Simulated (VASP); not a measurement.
Crystal: Ir.

```
Ir
1.0
     2.96859    0.00000    0.00000
    -1.48429    2.57087    0.00000
     0.00000    0.00000    8.08518
Ir
4
Direct
  0.00000 0.00000 0.25000
  0.00000 0.00000 0.75000
  0.33333 0.66667 0.75000
  0.66667 0.33333 0.25000
```

| Quantity | Value |
| --- | --- |
| Program | VASP 6.6.1 |
| Task | relaxation of cell and atoms |
| Functional | PBEsol |
| Potentials or basis | VASP PAW PBE potentials, release 64 (Ir) |
| Cutoff | 500 eV |
| k mesh | 6 × 6 × 2 |
| Occupations | gaussian, width 0.1 eV |
| Spin | no spin polarisation |

At the start: pressure 415.4 GPa; volume 15.43 Å³/atom.

Task: Where does the relaxation end?

Result: Over 33 steps the energy falls by 16432.9 meV/atom and the volume is 18.51 Å³/atom (+20.0 %); space group P6_3/mmc (No. 194, to 0.05 Å).

Step by step:
| step | energy change (eV) | largest force (eV/Å) | pressure (GPa) | volume (Å³) |
| --- | --- | --- | --- | --- |
| 1 | 0.0000 | 0.0000 | 415.38 | 61.70 |
| 2 | 284.6270 | 0.0000 | -29.47 | 933.58 |
| 3 | -33.1494 | 0.0000 | -40.09 | 249.68 |
| 4 | -49.8888 | 0.0000 | -23.64 | 187.02 |
| 5 | -56.7117 | 0.0000 | -21.28 | 151.08 |
| 6 | -60.2721 | 0.0000 | 25.07 | 101.48 |
| 7 | -60.9622 | 0.0000 | -12.40 | 123.73 |
| 8 | -61.5137 | 0.0000 | -4.50 | 115.91 |
| 9 | -61.5530 | 0.0000 | -0.73 | 113.23 |
| 10 | -61.5470 | 0.0000 | -2.49 | 114.42 |
| 11 | -61.5665 | 0.0000 | 2.81 | 108.46 |
| 12 | -61.5783 | 0.0000 | 0.70 | 110.67 |
| 13 | -61.6199 | 0.0000 | 0.77 | 108.83 |
| 14 | -61.7984 | 0.0000 | 1.18 | 103.30 |
| 15 | -62.5453 | 0.0000 | 2.42 | 92.28 |
| 16 | -64.6492 | 0.0000 | 24.34 | 70.42 |
| 17 | -64.6562 | 0.0000 | 24.71 | 70.28 |
| 18 | -64.6740 | 0.0000 | 25.78 | 69.85 |
| 19 | -64.6950 | 0.0000 | 28.12 | 68.98 |
| 20 | -64.6681 | 0.0000 | 33.77 | 67.24 |
| 21 | -64.6975 | 0.0000 | 29.36 | 68.56 |
| 22 | -64.7224 | 0.0000 | 28.91 | 68.62 |
| 23 | -64.7949 | 0.0000 | 27.54 | 68.80 |
| 24 | -64.9293 | 0.0000 | 24.94 | 69.16 |
| 25 | -65.1599 | 0.0000 | 20.08 | 69.86 |
| 26 | -65.4932 | 0.0000 | 11.71 | 71.25 |
| 27 | -65.7258 | 0.0000 | 0.15 | 73.92 |
| 28 | -65.7299 | 0.0000 | 1.23 | 73.61 |
| 29 | -65.7297 | 0.0000 | 0.89 | 73.70 |
| 30 | -65.7303 | 0.0000 | 0.73 | 73.76 |
| 31 | -65.7315 | 0.0000 | 0.26 | 73.92 |
| 32 | -65.7308 | 0.0000 | -0.64 | 74.25 |
| 33 | -65.7318 | 0.0000 | -0.03 | 74.02 |

Final structure:
```
Ir
1.0
     4.26590    0.00000    0.00000
    -2.13295    3.69437    0.00000
     0.00000    0.00000    4.69698
Ir
4
Direct
  0.00000 0.00000 0.25000
  0.00000 0.00000 0.75000
  0.33333 0.66667 0.75000
  0.66667 0.33333 0.25000
```

Caveat: the k points lie up to 0.67 Å⁻¹ apart in the final cell; the volume moved by over 15 % at a fixed basis, so the end points are rough; the PAW data sets were made with another functional, which shifts forces and pressure a little.
